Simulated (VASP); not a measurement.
# SbPt (P6_3/mmc) in VASP: single point with r2SCAN

Aim: the single point of SbPt with r2SCAN.

Program: VASP 6.6.1. These are calculated values, not measurements. Logs are shortened: lines on timing, memory, paths and dates and some standing lists are left out, and cuts for length are marked.

## (1) The cell of the first run

Symmetry: P6_3/mmc, No. 194, hexagonal system. The conventional cell has a = 4.259 Å, b = 4.259 Å, c = 5.641 Å, α = 90.00°, β = 90.00°, γ = 120.00°. Sb (site symmetry -6m2) has 6 Pt at 2.83 Å within 3.7 Å. Pt (site symmetry -3m) has 2 Pt at 2.82 Å and 6 Sb at 2.83 Å within 3.7 Å.

## (2) Single point, r2SCAN

POSCAR

```
SbPt
1.0
    4.2590440324      0.0000000029      0.0000000000
   -2.1295220187      3.6884403265      0.0000000000
    0.0000000000      0.0000000000      5.6414957300
Sb Pt
2 2
Direct
    0.3333333333      0.6666666667      0.2500000000
    0.6666666667      0.3333333333      0.7500000000
    0.0000000000      0.0000000000      0.0000000000
    0.0000000000      0.0000000000      0.5000000000
```

INCAR.step1

```
PREC     = Accurate       # precision mode
ENCUT    = 520            # plane-wave cutoff, eV
ISMEAR   = -1             # smearing method
SIGMA    = 0.1            # smearing width, eV
LREAL    = F              # projectors in reciprocal space
LASPH    = T              # aspherical terms in the spheres
NELM     = 100            # most SCF steps
NBANDS   = 23             # bands
GGA      = PE             # functional
ALGO     = Normal         # electronic algorithm
EDIFF    = 1E-4           # SCF threshold, eV
LWAVE    = T              # write WAVECAR
LCHARG   = F              # write CHGCAR
```

INCAR.step2

```
PREC     = Accurate       # precision mode
ENCUT    = 520            # plane-wave cutoff, eV
EDIFF    = 1E-6           # SCF threshold, eV
ISMEAR   = -1             # smearing method
SIGMA    = 0.1            # smearing width, eV
LREAL    = F              # projectors in reciprocal space
LASPH    = T              # aspherical terms in the spheres
NELM     = 100            # most SCF steps
ALGO     = Normal         # electronic algorithm
ISIF     = 2              # what is computed and relaxed
LWAVE    = F              # write WAVECAR
LCHARG   = F              # write CHGCAR
METAGGA  = R2SCAN         # meta-GGA
LMIXTAU  = T            
NBANDS   = 23             # bands
ISTART   = 1
```

KPOINTS

```
Automatic mesh
0
Gamma
  9 9 6
```

Potentials or basis: VASP PAW PBE potentials, release 64 (Sb, Pt).

On the command line:

```console
> cat potpaw_PBE.64/Sb/POTCAR potpaw_PBE.64/Pt/POTCAR > POTCAR
> cp INCAR.step1 INCAR
> mpirun -np 1 vasp_std > vasp.out
> cp INCAR.step2 INCAR
> mpirun -np 1 vasp_std > vasp.out
```

OUTCAR:

```text
PREC = Accurate
   ENCUT = 520
   EDIFF = 1E-6
   ISMEAR = -1
   LREAL = F
   LASPH = T
   NELM = 100
   ISIF = 2
   METAGGA = R2SCAN
   ISTART = 1

 ion  position               nearest neighbor table
   1  0.333  0.667  0.250-   3 2.83   4 2.83   3 2.83   4 2.83   3 2.83   4 2.83   2 3.74   2 3.74
                             2 3.74   2 3.74   2 3.74   2 3.74
   2  0.667  0.333  0.750-   3 2.83   4 2.83   3 2.83   4 2.83   3 2.83   4 2.83   1 3.74   1 3.74
                             1 3.74   1 3.74   1 3.74   1 3.74
   3  0.000  0.000  0.000-   4 2.82   4 2.82   1 2.83   2 2.83   2 2.83   1 2.83   2 2.83   1 2.83

   4  0.000  0.000  0.500-   3 2.82   3 2.82   1 2.83   2 2.83   2 2.83   1 2.83   2 2.83   1 2.83

  LATTYP: Found a hexagonal cell.
 ALAT       =     4.2590440324
 C/A-ratio  =     1.3245920181

  Lattice vectors:

 A1 = (   4.2590440324,   0.0000000029,   0.0000000000)
 A2 = (  -2.1295220187,   3.6884403265,   0.0000000000)
 A3 = (   0.0000000000,   0.0000000000,   5.6414957300)

Analysis of symmetry for initial positions (statically):
=====================================================================
 Subroutine PRICEL returns:
 Original cell was already a primitive cell.

 Routine SETGRP: Setting up the symmetry group for a
 hexagonal supercell.

 Subroutine GETGRP returns: Found 24 space group operations
 (whereof 12 operations were pure point group operations)
 out of a pool of 24 trial point group operations.

The static configuration has the point symmetry D_3d.
 The point group associated with its full space group is D_6h.

Analysis of symmetry for dynamics (positions and initial velocities):
=====================================================================
 Subroutine PRICEL returns:
 Original cell was already a primitive cell.

 Routine SETGRP: Setting up the symmetry group for a
 hexagonal supercell.

 Subroutine GETGRP returns: Found 24 space group operations
 (whereof 12 operations were pure point group operations)
 out of a pool of 24 trial point group operations.

The dynamic configuration has the point symmetry D_3d.
 The point group associated with its full space group is D_6h.

 Subroutine INISYM returns: Found 24 space group operations
 (whereof 12 operations are pure point group operations),
 and found     1 'primitive' translations

----------------------------------------------------------------------------------------

                                     Primitive cell

  volume of cell :      88.6236

  direct lattice vectors                    reciprocal lattice vectors
     4.259044032  0.000000003  0.000000000     0.234794473  0.135558652  0.000000000
    -2.129522019  3.688440326  0.000000000    -0.000000000  0.271117305  0.000000000
     0.000000000  0.000000000  5.641495730     0.000000000  0.000000000  0.177257956

  length of vectors
     4.259044032  4.259044032  5.641495730     0.271117305  0.271117305  0.177257956

  position of ions in fractional coordinates (direct lattice)
     0.333333333  0.666666667  0.250000000
     0.666666667  0.333333333  0.750000000
     0.000000000  0.000000000  0.000000000
     0.000000000  0.000000000  0.500000000

  ion indices of the primitive-cell ions
   primitive index   ion index
                 1           1
                 2           2
                 3           3
                 4           4

----------------------------------------------------------------------------------------

 KPOINTS: Automatic mesh

Automatic generation of k-mesh.
 Grid dimensions read from file:
 generate k-points for:    9    9    6

 Generating k-lattice:

  Cartesian coordinates                     Fractional coordinates (reciprocal lattice)
     0.026088275  0.015062072  0.000000000     0.111111111  0.000000000  0.000000000
    -0.000000000  0.030124145  0.000000000     0.000000000  0.111111111  0.000000000
     0.000000000  0.000000000  0.029542993     0.000000000  0.000000000  0.166666667

  Length of vectors
     0.030124145  0.030124145  0.029542993

  Shift w.r.t. Gamma in fractional coordinates (k-lattice)
     0.000000000  0.000000000  0.000000000

 Subroutine IBZKPT returns following result:
 ===========================================

 Found     48 irreducible k-points:

 Following reciprocal coordinates:
            Coordinates               Weight
  0.000000  0.000000  0.000000      1.000000
  0.111111  0.000000  0.000000      6.000000
  0.222222 -0.000000  0.000000      6.000000
  0.333333 -0.000000  0.000000      6.000000
  0.444444 -0.000000  0.000000      6.000000
  0.111111  0.111111  0.000000      6.000000
[... 16 lines left out ...]
  0.333333  0.222222  0.166667     24.000000
  0.333333  0.333333  0.166667      4.000000
 [... further k-points ...]
   k-points           NKPTS =     48   k-points in BZ     NKDIM =     48   number of bands    NBANDS=     23
   number of dos      NEDOS =    301   number of ions     NIONS =      4
   total plane-waves  NPLWV =  43008
   dimension x,y,z NGX =    32 NGY =   32 NGZ =   42
   dimension x,y,z NGXF=    64 NGYF=   64 NGZF=   84
   ions per type =               2   2
   NGX,Y,Z   is equivalent  to a cutoff of  12.49, 12.49, 12.38 a.u.
   NGXF,Y,Z  is equivalent  to a cutoff of  24.98, 24.98, 24.75 a.u.
 SYSTEM =  unknown system
   PREC   = accura    normal or accurate (medium, high low for compatibility)
   ISTART =      1    job   : 0-new  1-cont  2-samecut
   ICHARG =      0    charge: 1-file 2-atom 10-const
   ISPIN  =      1    spin polarized calculation?
   LNONCOLLINEAR =      F non collinear calculations
   LSORBIT =      F    spin-orbit coupling
   LASPH  =      T    aspherical Exc in radial PAW
   ENCUT  =  520.0 eV  38.22 Ry    6.18 a.u.   7.92  7.92 10.49*2*pi/ulx,y,z
   NELM   =    100;   NELMIN=  2; NELMDL=  0     # of ELM steps
   EDIFF  = 0.1E-05   stopping-criterion for ELM
   LREAL  =      F    real-space projection
   EDIFFG = 0.1E-04   stopping-criterion for IOM
   NSW    =      0    number of steps for IOM
   IBRION =     -1    ionic relax: 0-MD 1-quasi-New 2-CG
   NFREE  =      0    steps in history (QN), initial steepest desc. (CG)
   ISIF   =      2    stress and relaxation
   ISYM   =      2    0-nonsym 1-usesym 2-fastsym
   POTIM  = 0.5000    time-step for ionic-motion
   TEBEG  =    0.0;   TEEND  =   0.0 temperature during run
   PSTRESS=    0.0 pullay stress
   NELECT =      30.0000    total number of electrons
   NUPDOWN=      -1.0000    fix difference up-down
   EMIN   =  10.00;   EMAX   =-10.00  energy-range for DOS
   EFERMI =   0.00;   METHOD = LEGACY
   ISMEAR =    -1;   SIGMA  =   0.10  broadening in eV -4-tet -1-fermi 0-gaus
   EFERMI_NEDOS =   21; number of points for ismear=-14 and -15
   IALGO  =     38    algorithm
   IMIX   =      4    mixing-type and parameters
     AMIX     =   0.40;   BMIX     =  1.00
     AMIX_MAG =   1.60;   BMIX_MAG =  1.00
  volume/ion in A,a.u.               =      22.16       149.52
  Fermi-wavevector in a.u.,A,eV,Ry     =   1.140947  2.156077 17.711526  1.301760
  Thomas-Fermi vector in A             =   2.277648
   LORBIT       =      0    0 simple, 1 ext, 2 COOP (PROOUT), +10 PAW based schemes
   METAGGA = R2SCAN    functional components
   LHFCALC =     F    Hartree Fock is set to
   AEXX    =    0.0000 exact exchange contribution
   IVDW    =     0    specifies the selected vdW correction
   LEPSILON=     F    determine dielectric tensor
   LRPA    =     F    only Hartree local field effects (RPA)
 non-spin polarized calculation
  energy-cutoff  :      520.00
  volume of cell :       88.62
 maximum number of plane-waves:      2412
 NGX is ok and might be reduce to    32
   NGX = 15   NGY = 15   NGZ = 21

 number of electron      29.9999997 magnetization

 Free energy of the ion-electron system (eV)
  ---------------------------------------------------
  ext. energy  EPLUGINS =         0.00000000
  ---------------------------------------------------
  free energy    TOTEN  =      -156.08257466 eV

  energy without entropy =     -156.02201208  energy(sigma->0) =     -156.05229337

 E-fermi :   8.6442     XC(G=0): -11.7379

 val. band max:        8.6056524820   @ k =   0.0000   0.0000   0.0000
 cond. band min:       8.6545763242   @ k =   0.1111   0.0000   0.1667
 fundamental gap:      0.0489238421
 Fermi energy:         8.6441691649

 k-point     1 :       0.0000    0.0000    0.0000
  band No.  band energies     occupation
      1      -3.9709      2.00000
      2      -0.3693      2.00000
      3       2.0211      2.00000
      4       3.0356      2.00000
      5       3.0356      2.00000
      6       3.2426      2.00000
[... 15 lines left out ...]
     22      14.3059      0.00000
     23      16.7151      0.00000

 k-point     2 :       0.1111    0.0000    0.0000
  band No.  band energies     occupation
      1      -3.8274      2.00000
      2      -0.4950      2.00000
      3       2.1952      2.00000
      4       3.0727      2.00000
      5       3.2024      2.00000
      6       3.2710      2.00000
[... 15 lines left out ...]
     22      14.9149      0.00000
     23      15.1678      0.00000

 k-point     3 :       0.2222   -0.0000    0.0000
  band No.  band energies     occupation
      1      -3.4100      2.00000
      2      -0.7790      2.00000
      3       2.6963      2.00000
      4       2.9890      2.00000
      5       3.1445      2.00000
      6       3.8233      2.00000
[... 15 lines left out ...]
     22      15.2060      0.00000
     23      15.7870      0.00000
[... 495 lines left out ...]
 k-point    23 :       0.3333    0.2222    0.1667
  band No.  band energies     occupation
      1      -1.7524      2.00000
      2      -1.4109      2.00000
      3       1.5989      2.00000
      4       3.0816      2.00000
      5       3.2933      2.00000
      6       4.0701      2.00000
[... 15 lines left out ...]
     22      16.5374      0.00000
     23      17.2668      0.00000

 k-point    24 :       0.3333    0.3333    0.1667
  band No.  band energies     occupation
      1      -1.4788      2.00000
      2      -1.4788      2.00000
      3       1.4228      2.00000
      4       3.0683      2.00000
      5       3.0683      2.00000
      6       4.3881      2.00000
[... 15 lines left out ...]
     22      16.8877      0.00000
     23      17.0866      0.00000

 [... further k-points ...]
[... 5 lines left out ...]
  --------------------------------------------------------------------------------------
  -------------------------------------------------------------------------------------
  Total       -3.7879090     -3.7879090     -4.1345457     -0.0000000      0.0000000     -0.0000000
  in kB      -68.4795595    -68.4795595    -74.7462183     -0.0000000      0.0000000     -0.0000000
  external PRESSURE =     -70.5684458 kB  Pullay stress =       0.0000000 kB

 VOLUME and BASIS-vectors are now :
 -----------------------------------------------------------------------------
  energy-cutoff  :      520.00
  volume of cell :       88.62
      direct lattice vectors                 reciprocal lattice vectors
     4.259044032  0.000000003  0.000000000     0.234794473  0.135558652  0.000000000
    -2.129522019  3.688440326  0.000000000    -0.000000000  0.271117305  0.000000000
     0.000000000  0.000000000  5.641495730     0.000000000  0.000000000  0.177257956

 POSITION                                       TOTAL-FORCE (eV/Angst)
 -----------------------------------------------------------------------------------
     -0.00000      2.45896      1.41037         0.000000      0.000000      0.000000
      2.12952      1.22948      4.23112        -0.000000     -0.000000      0.000000
      0.00000      0.00000      0.00000         0.000000     -0.000000      0.000000
      0.00000      0.00000      2.82075         0.000000     -0.000000      0.000000
 -----------------------------------------------------------------------------------
    total drift:                               -0.000000      0.000000     -0.000000

  FREE ENERGIE OF THE ION-ELECTRON SYSTEM (eV)
  ---------------------------------------------------
  free  energy   TOTEN  =      -156.0825746627 eV

  energy  without entropy=     -156.0220120792  energy(sigma->0) =     -156.05229337
```

It took 5.4 min on 1 thread of Oxide Virtual Turin-like, shared host; peak memory 0.23 GiB.

What came out:

- Free energy: -156.0826 eV
- Pressure: -7.1 GPa
- Band gap on the k mesh: zero (band 15 reaches 10.91 eV, above the bottom of band 16 at 6.99 eV)

Caveat: the PAW data sets were made with another functional, which shifts forces and pressure a little; spin-orbit coupling is left out, which moves the levels of the heavy elements.
